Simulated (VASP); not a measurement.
A run of VASP 6.6.1 is set up as follows.

The input INCAR:

```
PREC = Accurate
ENCUT = 520
EDIFF = 1E-6
ISMEAR = -1
SIGMA = 0.1
LREAL = F
LASPH = T
NELM = 60
ALGO = Normal
ISIF = 2
LWAVE = F
LCHARG = T
GGA = PE
LELF = T
LVHAR = T
NBANDS = 18
```

The input KPOINTS:

```
regular mesh
0
Gamma
  20 20 11
```

File POSCAR:

```
Cu
1.0
    2.1593736630      0.0000000000      0.0000000000
   -1.0796868315      1.8700724484      0.0000000000
    0.0000000000      0.0000000000      3.5369174033
Cu
2
Direct
    0.3333333333      0.6666666667      0.2500000000
    0.6666666667      0.3333333333      0.7500000000
```

Potentials or basis: VASP PAW PBE potentials, release 64 (Cu).

The run is started by

```console
$ cat potpaw_PBE.64/Cu/POTCAR > POTCAR
$ mpirun -np 1 vasp_std > vasp.out
```

Q: Predict the band gap on the k mesh.

A: Zero (bands 11 and 12 overlap by 8.25 eV).

Q: What does it give for the pressure?

A: 262.1 GPa.

Caveat: the cell stands under pressure.
